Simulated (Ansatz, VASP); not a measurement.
## Two plane-wave programs on CdMo

Contents of INCAR:

```
ALGO = Fast
EDIFF = 1E-6
EDIFFG = -0.01
ENCUT = 600
GGA = PE
IBRION = 2
ISIF = 3
ISMEAR = 0
LASPH = True
LCHARG = False
LREAL = False
LWAVE = False
NELM = 60
NSW = 100
PREC = Accurate
SIGMA = 0.1
```

Contents of KPOINTS:

```
k-points
0
Gamma
  16 16 16
```

POSCAR

```
CdMo
1.0
    3.2831460076      0.0000000000      0.0000000000
    0.0000000000      3.2831460076      0.0000000000
    0.0000000000      0.0000000000      3.2831460076
Cd Mo
1 1
Direct
    0.5000000000      0.5000000000      0.5000000000
    0.0000000000      0.0000000000      0.0000000000
```

Input for Ansatz:

```yaml
crystal:
  lattice:
    - [3.2831460076, 0.0, 0.0]
    - [0.0, 3.2831460076, 0.0]
    - [0.0, 0.0, 3.2831460076]
  atoms:
    - { symbol: Cd, position: [0.5, 0.5, 0.5] }
    - { symbol: Mo, position: [0.0, 0.0, 0.0] }
basis:
  ecutwfc: 420
kpoints:
  mp_grid: { grid: [16, 16, 16] }
hamiltonian:
  xc: pbe
scf:
  occupations: { method: gaussian, width: 0.1 }
output:
  forces: true
  stress: true
  eigenvalues: true
  write_density: true
  write_potential: true
  elf: true
  volumetric_format: npy
relax:
  adjacent_minimum: "off"
  f_tol: 0.01
  max_steps: 80
  cell: { stress_tol: 0.05 }
```

Alike in both runs: task relaxation of cell and atoms; functional PBE; k mesh 16 × 16 × 16; occupations gaussian, width 0.1 eV; no spin polarisation.

|  | VASP | Ansatz |
| --- | --- | --- |
| version | VASP 6.6.1 | Ansatz 0.2.0 |
| potentials or method | VASP PAW PBE potentials, release 64 (Cd, Mo_sv), cutoff 600 eV | scalar-relativistic, plane waves, PAW |
| valence electrons in the cell | 26 | 34 |

VASP gave:

| Quantity | Value |
| --- | --- |
| gap on the k mesh at the Fermi level, each at its own relaxed structure (eV) | none |
| relaxed volume (Å³/atom) | 17.80 |
| relaxed length of the cell vector where the two differ most in proportion (Å) | 3.290 |

Q: Which values does Ansatz return?

A: gap on the k mesh at the Fermi level, each at its own relaxed structure (eV): none; relaxed volume (Å³/atom): 17.69; relaxed length of the cell vector where the two differ most in proportion (Å): 3.283.

A gap of «none» marks a metal or a gap that the smearing closes. VASP's potentials hold 26 valence electrons a cell and Ansatz's 34, so a difference there can come from the potentials and not from the codes.
